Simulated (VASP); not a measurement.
HgTe (CsCl type): single point with PBE

Crystal: HgTe (CsCl type).

```xyz
2
Lattice="3.5324 0.0000 0.0000 0.0000 3.5324 0.0000 0.0000 0.0000 3.5324" Properties=species:S:1:pos:R:3 pbc="T T T"
Hg    0.0000    0.0000    0.0000
Te    1.7662    1.7662    1.7662
```

This cell differs from its parent crystal: volume scaled by 0.8.

- Program: VASP 6.6.1
- Task: single point
- Functional: PBE
- Potentials or basis: VASP PAW PBE potentials, release 64 (Hg, Te)
- Cutoff: 520 eV
- k mesh: 11 × 11 × 11
- Occupations: fermi-dirac, width 0.05 eV
- Spin: no spin polarisation

* Pressure: 18.6 GPa
* Band gap on the k mesh: zero (band 9 reaches 8.48 eV, above the bottom of band 10 at 6.09 eV)

Levels at points of the mesh, in eV from the Fermi level:
| k point | band 7 | band 8 | band 9 | band 10 | band 11 | band 12 |
| --- | --- | --- | --- | --- | --- | --- |
| (0.00, 0.00, 0.00) | -1.55 | -1.35 | -1.35 | -1.35 | 5.52 | 5.52 |

It took 50 s on 1 thread of Intel Xeon 8259CL, on a shared host, peak memory 0.19 GiB.

Caveat: spin-orbit coupling is left out, which moves the levels of the heavy elements.
